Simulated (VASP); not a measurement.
# Cd2S (P3m1) in VASP: a series of runs, part 2 of 2

VASP 6.6.1. Earlier steps stand in the parts before.

## 3. Single point, PBEsol

This run uses another cell than the first one, of 24.27 Å³/atom, 0.886 times its volume.

INCAR reads:

```
ALGO = Normal
EDIFF = 1E-6
ENCUT = 520
GGA = PS
ISIF = 2
ISMEAR = -1
LASPH = T
LCHARG = F
LREAL = F
LWAVE = F
NBANDS = 22
NELM = 100
PREC = Accurate
SIGMA = 0.05
```

KPOINTS reads:

```
k-points
0
Gamma
  7 7 4
```

POSCAR reads:

```
Cd2S
1.0
    3.8041632470      0.0000000000      0.0000000000
   -1.9020816235      3.2945020121      0.0000000000
    0.0000000000      0.0000000000      5.8091920000
Cd S
2 1
Direct
    0.3333333333      0.6666666667      0.9327170000
    0.6666666667      0.3333333333      0.5787350000
    0.3333333333      0.6666666667      0.3657050000
```

Potentials or basis: VASP PAW PBE potentials, release 64 (Cd, S).

Command:

```
> cat potpaw_PBE.64/Cd/POTCAR potpaw_PBE.64/S/POTCAR > POTCAR
> mpirun -np 1 vasp_std > vasp.out
```

OUTCAR:

```text
EDIFF = 1E-6
   ENCUT = 520
   GGA = PS
   ISIF = 2
   ISMEAR = -1
   LASPH = T
   LREAL = F
   NELM = 100
   PREC = Accurate

 ion  position               nearest neighbor table
   1  0.333  0.667  0.933-   3 2.52   2 3.01   2 3.01   2 3.01
   2  0.667  0.333  0.579-   3 2.52   3 2.52   3 2.52   1 3.01   1 3.01   1 3.01
   3  0.333  0.667  0.366-   1 2.52   2 2.52   2 2.52   2 2.52

  LATTYP: Found a hexagonal cell.
 ALAT       =     3.8041632470
 C/A-ratio  =     1.5270617013

  Lattice vectors:

 A1 = (   3.8041632470,   0.0000000000,   0.0000000000)
 A2 = (  -1.9020816235,   3.2945020121,   0.0000000000)
 A3 = (   0.0000000000,   0.0000000000,   5.8091920000)

Analysis of symmetry for initial positions (statically):
=====================================================================
 Subroutine PRICEL returns:
 Original cell was already a primitive cell.

 Routine SETGRP: Setting up the symmetry group for a
 hexagonal supercell.

 Subroutine GETGRP returns: Found  6 space group operations
 (whereof  6 operations were pure point group operations)
 out of a pool of 24 trial point group operations.

The static configuration has the point symmetry C_3v.

Analysis of symmetry for dynamics (positions and initial velocities):
=====================================================================
 Subroutine PRICEL returns:
 Original cell was already a primitive cell.

 Routine SETGRP: Setting up the symmetry group for a
 hexagonal supercell.

 Subroutine GETGRP returns: Found  6 space group operations
 (whereof  6 operations were pure point group operations)
 out of a pool of 24 trial point group operations.

The dynamic configuration has the point symmetry C_3v.

 Subroutine INISYM returns: Found  6 space group operations
 (whereof  6 operations are pure point group operations),
 and found     1 'primitive' translations
[... 104 lines left out ...]
   ISYM   =      2    0-nonsym 1-usesym 2-fastsym
   POTIM  = 0.5000    time-step for ionic-motion
   TEBEG  =    0.0;   TEEND  =   0.0 temperature during run
   PSTRESS=    0.0 pullay stress
   NELECT =      30.0000    total number of electrons
   NUPDOWN=      -1.0000    fix difference up-down
   EMIN   =  10.00;   EMAX   =-10.00  energy-range for DOS
   EFERMI =   0.00;   METHOD = LEGACY
   ISMEAR =    -1;   SIGMA  =   0.05  broadening in eV -4-tet -1-fermi 0-gaus
   EFERMI_NEDOS =   21; number of points for ismear=-14 and -15
   IALGO  =     38    algorithm
   IMIX   =      4    mixing-type and parameters
     AMIX     =   0.40;   BMIX     =  1.00
     AMIX_MAG =   1.60;   BMIX_MAG =  1.00
  volume/ion in A,a.u.               =      24.27       163.77
  Fermi-wavevector in a.u.,A,eV,Ry     =   1.218224  2.302109 20.191983  1.484069
  Thomas-Fermi vector in A             =   2.353517
   LORBIT       =      0    0 simple, 1 ext, 2 COOP (PROOUT), +10 PAW based schemes
   GGA     = PS    functional components
   LHFCALC =     F    Hartree Fock is set to
   AEXX    =    0.0000 exact exchange contribution
   IVDW    =     0    specifies the selected vdW correction
   LEPSILON=     F    determine dielectric tensor
   LRPA    =     F    only Hartree local field effects (RPA)
 non-spin polarized calculation
  energy-cutoff  :      520.00
  volume of cell :       72.81
 maximum number of plane-waves:      1970
   NGX = 15   NGY = 15   NGZ = 21

 number of electron      30.0000001 magnetization

 Free energy of the ion-electron system (eV)
  ---------------------------------------------------
  ext. energy  EPLUGINS =         0.00000000
  ---------------------------------------------------
  free energy    TOTEN  =        -7.28562735 eV

  energy without entropy =       -7.28539543  energy(sigma->0) =       -7.28551139

 E-fermi :   1.8913     XC(G=0):  -9.8973

 val. band max:        1.5940566076   @ k =   0.1429   0.1429   0.5000
 cond. band min:       2.2017276320   @ k =   0.4286  -0.0000   0.2500
 fundamental gap:      0.6076710244
 Fermi energy:         1.8912913023

 k-point     1 :       0.0000    0.0000    0.0000
  band No.  band energies     occupation
      1     -11.1900      2.00000
      2      -6.7013      2.00000
      3      -6.7013      2.00000
      4      -6.6362      2.00000
      5      -6.6362      2.00000
      6      -6.5706      2.00000
[... 589 lines left out ...]
     21       9.5965      0.00000
     22      10.4743      0.00000

 [... further k-points ...]
[... 5 lines left out ...]
  --------------------------------------------------------------------------------------
  -------------------------------------------------------------------------------------
  Total        0.5379771      0.5379771     -0.6003349      0.0000000      0.0000000      0.0000000
  in kB       11.8388565     11.8388565    -13.2111167      0.0000000      0.0000000      0.0000000
  external PRESSURE =       3.4888655 kB  Pullay stress =       0.0000000 kB

 VOLUME and BASIS-vectors are now :
 -----------------------------------------------------------------------------
  energy-cutoff  :      520.00
  volume of cell :       72.81
      direct lattice vectors                 reciprocal lattice vectors
     3.804163247  0.000000000  0.000000000     0.262869897  0.151768006  0.000000000
    -1.902081623  3.294502012  0.000000000     0.000000000  0.303536011  0.000000000
     0.000000000  0.000000000  5.809192000     0.000000000  0.000000000  0.172140979

 POSITION                                       TOTAL-FORCE (eV/Angst)
 -----------------------------------------------------------------------------------
     -0.00000      2.19633      5.41833        -0.000000      0.000000      0.136027
      1.90208      1.09817      3.36198         0.000000     -0.000000      0.208256
     -0.00000      2.19633      2.12445        -0.000000      0.000000     -0.344282
 -----------------------------------------------------------------------------------
    total drift:                                0.000000     -0.000000      0.000305

  FREE ENERGIE OF THE ION-ELECTRON SYSTEM (eV)
  ---------------------------------------------------
  free  energy   TOTEN  =        -7.2856273459 eV

  energy  without entropy=       -7.2853954253  energy(sigma->0) =       -7.28551139
```

OSZICAR:

```text
N       E                     dE             d eps       ncg     rms          rms(c)
DAV:   1     0.213988596243E+03    0.21399E+03   -0.15203E+04  1232   0.129E+03
DAV:   2     0.125075676829E+01   -0.21274E+03   -0.20298E+03  1352   0.332E+02
DAV:   3    -0.799421243732E+01   -0.92450E+01   -0.91915E+01  1526   0.714E+01
DAV:   4    -0.806964855590E+01   -0.75436E-01   -0.75425E-01  1298   0.592E+00
DAV:   5    -0.807054540476E+01   -0.89685E-03   -0.89683E-03  1492   0.631E-01    0.911E+00
DAV:   6    -0.730783603993E+01    0.76271E+00   -0.14929E+00  1606   0.138E+01    0.675E+00
DAV:   7    -0.729445061806E+01    0.13385E-01   -0.46893E-01  1454   0.444E+00    0.308E+00
DAV:   8    -0.728804779795E+01    0.64028E-02   -0.71131E-02  1382   0.261E+00    0.364E-01
DAV:   9    -0.728560338243E+01    0.24444E-02   -0.15446E-02  1474   0.131E+00    0.178E-01
DAV:  10    -0.728560894643E+01   -0.55640E-05   -0.11335E-03  1364   0.316E-01    0.112E-01
DAV:  11    -0.728563861454E+01   -0.29668E-04   -0.24042E-04  1466   0.105E-01    0.419E-02
DAV:  12    -0.728562660914E+01    0.12005E-04   -0.50868E-05  1464   0.601E-02    0.167E-02
DAV:  13    -0.728562734592E+01   -0.73678E-06   -0.56794E-06  1406   0.205E-02
   1 F= -.72856273E+01 E0= -.72855114E+01  d E =-.231921E-03
```

stdout:

```text
POSCAR found type information on POSCAR CdS
 POSCAR found :  2 types and       3 ions
 scaLAPACK will be used
 -----------------------------------------------------------------------------
|                                                                             |
|                                                                             |
|     You enforced a specific xc type in the INCAR file but a different       |
|     I HOPE YOU KNOW WHAT YOU ARE DOING!                                     |
|                                                                             |
 -----------------------------------------------------------------------------

 LDA part: xc-table for (Slater+PW92), standard interpolation
 POSCAR, INCAR and KPOINTS ok, starting setup
 FFT: planning ... GRIDC
 FFT: planning ... GRID_SOFT
 FFT: planning ... GRID
 WAVECAR not read
 entering main loop
```

It took 76 s on 1 thread of AMD EPYC 7R13, shared host; peak memory 0.17 GiB.

Results:

```
Free energy            : -7.2856 eV
Pressure               : 0.3 GPa
Largest force          : 0.344 eV/Å
Band gap on the k mesh : 0.61 eV, indirect (least direct gap 0.96 eV)
```

Forces in eV/Å, atoms in the order of the input:
```
Cd   0.000  0.000  0.136
Cd   0.000  0.000  0.208
S    0.000  0.000 -0.344
```

Caveat: the PAW data sets were made with another functional, which shifts forces and pressure a little.

## 4. Single point, PBEsol

This run uses another cell than the first one, of 28.48 Å³/atom, 1.040 times its volume.

INCAR reads:

```
PREC     = Accurate       # precision mode
ENCUT    = 520            # plane-wave cutoff, eV
EDIFF    = 1E-6           # SCF threshold, eV
ISMEAR   = -1             # smearing method
SIGMA    = 0.05           # smearing width, eV
LREAL    = False          # projectors in reciprocal space
LASPH    = True           # aspherical terms in the spheres
NELM     = 60             # most SCF steps
ALGO     = Normal         # electronic algorithm
ISIF     = 2              # what is computed and relaxed
LWAVE    = False          # write WAVECAR
LCHARG   = True           # write CHGCAR
GGA      = PS             # functional
LELF     = True           # ELF
LVHAR    = True         
NBANDS   = 22             # bands
```

KPOINTS reads:

```
regular mesh
0
Gamma
  6 6 4
```

POSCAR reads:

```
Cd2S
1.0
    4.1211768510      0.0000000000      0.0000000000
   -2.0605884255      3.5690438465      0.0000000000
    0.0000000000      0.0000000000      5.8091920000
Cd S
2 1
Direct
    0.3333333333      0.6666666667      0.9327170000
    0.6666666667      0.3333333333      0.5787350000
    0.3333333333      0.6666666667      0.3657050000
```

Command:

```
> cat potpaw_PBE.64/Cd/POTCAR potpaw_PBE.64/S/POTCAR > POTCAR
> mpirun -np 1 vasp_std > vasp.out
```

Run time: 80 s. Hardware: 1 thread of AMD EPYC 7R13, shared host; peak memory 0.19 GiB.

The run converged. Its results:

```
Free energy            : -7.0956 eV
Pressure               : -4.7 GPa
Largest force          : 0.337 eV/Å
Band gap on the k mesh : 0.11 eV, indirect (least direct gap 0.37 eV)
```

Forces in eV/Å, atoms in the order of the input:
```
Cd   0.000  0.000 -0.071
Cd   0.000  0.000 -0.265
S    0.000  0.000  0.337
```

Stress tensor (GPa, compression positive):
```
-4.87  0.00  0.00
 0.00 -4.87  0.00
 0.00  0.00 -4.48
```

Levels at points of the mesh, in eV from the valence-band top:
```csv
k point,band 13,band 14,band 15,band 16,band 17,band 18
"(0.00, 0.00, 0.00)",-3.65,-1.05,-1.05,2.51,4.78,6.15
"(0.50, 0.00, 0.00)",-3.08,-1.81,-1.49,0.49,2.83,4.33
"(0.00, 0.00, 0.50)",-0.96,-0.96,-0.24,0.80,4.51,5.69
"(0.50, 0.00, 0.50)",-3.84,-1.60,-1.03,1.37,2.94,3.97
```

Caveat: the PAW data sets were made with another functional, which shifts forces and pressure a little. A k mesh can miss the band edges.

## 5. Single point, PBEsol

This run uses another cell than the first one, of 25.29 Å³/atom, 0.923 times its volume.

INCAR reads:

```
PREC     = Accurate       # precision mode
ENCUT    = 520            # plane-wave cutoff, eV
EDIFF    = 1E-7           # SCF threshold, eV
ISMEAR   = -1             # smearing method
SIGMA    = 0.05           # smearing width, eV
LREAL    = False          # projectors in reciprocal space
LASPH    = True           # aspherical terms in the spheres
NELM     = 80             # most SCF steps
ALGO     = Normal         # electronic algorithm
ISIF     = 2              # what is computed and relaxed
LWAVE    = False          # write WAVECAR
LCHARG   = False          # write CHGCAR
GGA      = PS             # functional
NBANDS   = 22             # bands
```

KPOINTS reads:

```
regular mesh
0
Gamma
  7 7 4
```

POSCAR reads:

```
Cd2S
1.0
    3.8834166480      0.0000000000      0.0000000000
   -1.9417083240      3.3631374707      0.0000000000
    0.0000000000      0.0000000000      5.8091920000
Cd S
2 1
Direct
    0.3333333333      0.6666666667      0.9327170000
    0.6666666667      0.3333333333      0.5787350000
    0.3333333333      0.6666666667      0.3657050000
```

Potentials or basis: VASP PAW PBE potentials, release 64 (Cd, S).

Command:

```
> cat potpaw_PBE.64/Cd/POTCAR potpaw_PBE.64/S/POTCAR > POTCAR
> mpirun -np 1 vasp_std > vasp.out
```

OUTCAR:

```text
PREC = Accurate
   ENCUT = 520
   EDIFF = 1E-7
   ISMEAR = -1
   LREAL = False
   LASPH = True
   NELM = 80
   ISIF = 2
   GGA = PS

 ion  position               nearest neighbor table
   1  0.333  0.667  0.933-   3 2.52   2 3.04   2 3.04   2 3.04
   2  0.667  0.333  0.579-   3 2.56   3 2.56   3 2.56   1 3.04   1 3.04   1 3.04
   3  0.333  0.667  0.366-   1 2.52   2 2.56   2 2.56   2 2.56

  LATTYP: Found a hexagonal cell.
 ALAT       =     3.8834166480
 C/A-ratio  =     1.4958971768
[... 793 lines left out ...]

  FORCE on cell =-STRESS in cart. coord.  units (eV):
  Direction    XX          YY          ZZ          XY          YZ          ZX
  --------------------------------------------------------------------------------------
  -------------------------------------------------------------------------------------
  Total       -0.4488130     -0.4488130     -1.1576375      0.0000000     -0.0000000     -0.0000000
  in kB       -9.4776712     -9.4776712    -24.4460574      0.0000000     -0.0000000     -0.0000000
  external PRESSURE =     -14.4671333 kB  Pullay stress =       0.0000000 kB

 VOLUME and BASIS-vectors are now :
 -----------------------------------------------------------------------------
  energy-cutoff  :      520.00
  volume of cell :       75.87
      direct lattice vectors                 reciprocal lattice vectors
     3.883416648  0.000000000  0.000000000     0.257505205  0.148670699  0.000000000
    -1.941708324  3.363137471  0.000000000     0.000000000  0.297341399  0.000000000
     0.000000000  0.000000000  5.809192000     0.000000000  0.000000000  0.172140979

 POSITION                                       TOTAL-FORCE (eV/Angst)
 -----------------------------------------------------------------------------------
     -0.00000      2.24209      5.41833        -0.000000     -0.000000      0.066050
      1.94171      1.12105      3.36198        -0.000000      0.000000      0.032085
     -0.00000      2.24209      2.12445         0.000000     -0.000000     -0.098135
 -----------------------------------------------------------------------------------
    total drift:                                0.000000     -0.000000     -0.000148

  FREE ENERGIE OF THE ION-ELECTRON SYSTEM (eV)
  ---------------------------------------------------
  free  energy   TOTEN  =        -7.2874380109 eV

  energy  without entropy=       -7.2870619193  energy(sigma->0) =       -7.28724997
```

OSZICAR:

```text
N       E                     dE             d eps       ncg     rms          rms(c)
DAV:   1     0.205763950914E+03    0.20576E+03   -0.15059E+04  1232   0.128E+03
DAV:   2     0.976580199006E+00   -0.20479E+03   -0.19550E+03  1370   0.328E+02
DAV:   3    -0.798808746308E+01   -0.89647E+01   -0.89163E+01  1502   0.693E+01
DAV:   4    -0.805894309005E+01   -0.70856E-01   -0.70845E-01  1352   0.578E+00
DAV:   5    -0.805983573248E+01   -0.89264E-03   -0.89264E-03  1484   0.628E-01    0.843E+00
DAV:   6    -0.730798748535E+01    0.75185E+00   -0.15243E+00  1604   0.132E+01    0.630E+00
DAV:   7    -0.729605643266E+01    0.11931E-01   -0.42651E-01  1472   0.417E+00    0.296E+00
DAV:   8    -0.728978478198E+01    0.62717E-02   -0.60993E-02  1370   0.236E+00    0.341E-01
DAV:   9    -0.728740793306E+01    0.23768E-02   -0.14820E-02  1496   0.123E+00    0.179E-01
DAV:  10    -0.728741819036E+01   -0.10257E-04   -0.11388E-03  1400   0.310E-01    0.108E-01
DAV:  11    -0.728744629128E+01   -0.28101E-04   -0.22292E-04  1478   0.100E-01    0.353E-02
DAV:  12    -0.728743753281E+01    0.87585E-05   -0.37489E-05  1456   0.510E-02    0.151E-02
DAV:  13    -0.728743808136E+01   -0.54855E-06   -0.47731E-06  1418   0.200E-02    0.608E-03
DAV:  14    -0.728743801087E+01    0.70485E-07   -0.26846E-07  1252   0.504E-03
   1 F= -.72874380E+01 E0= -.72872500E+01  d E =-.376092E-03
```

Wall time 95 s (1 thread of AMD EPYC 7R13, shared host); peak memory 0.18 GiB.

Results:

```yaml
Free_energy: -7.2874 eV
Pressure: -1.4 GPa
Largest_force: 0.098 eV/Å
Band_gap_on_the_k_mesh: 0.55 eV, indirect (least direct gap 0.88 eV)
```

Forces on the atoms (eV/Å):
```
Cd   0.000  0.000  0.066
Cd   0.000  0.000  0.032
S    0.000  0.000 -0.098
```

Caveat: the PAW data sets were made with another functional, which shifts forces and pressure a little. As with any semilocal functional, this PBEsol gap is likely too small.

## 6. The runs side by side

```tsv
cell	k mesh	gap on the mesh (eV)	pressure (GPa)	largest force (eV/Å)
a = 4.042, b = 4.042, c = 5.809 Å, angles 90.0, 90.0, 120.0°, 3 atoms	6 × 6 × 4	0.10	-3.9	0.23
a = 3.804, b = 3.804, c = 5.809 Å, angles 90.0, 90.0, 120.0°, 3 atoms	7 × 7 × 4	0.61	0.3	0.34
a = 4.121, b = 4.121, c = 5.809 Å, angles 90.0, 90.0, 120.0°, 3 atoms	6 × 6 × 4	0.11	-4.7	0.34
a = 3.883, b = 3.883, c = 5.809 Å, angles 90.0, 90.0, 120.0°, 3 atoms	7 × 7 × 4	0.55	-1.4	0.10
```

Alike in all rows: task single point; level PBEsol; potentials or basis VASP PAW PBE potentials, release 64 (Cd, S); no spin polarisation; cutoff (eV) 520; smearing fermi-dirac 0.05 eV.

Caveats: the PAW data sets were made with another functional, which shifts forces and pressure a little.

Total energies depend on the potentials used, so only differences within one code and one set of settings carry meaning.
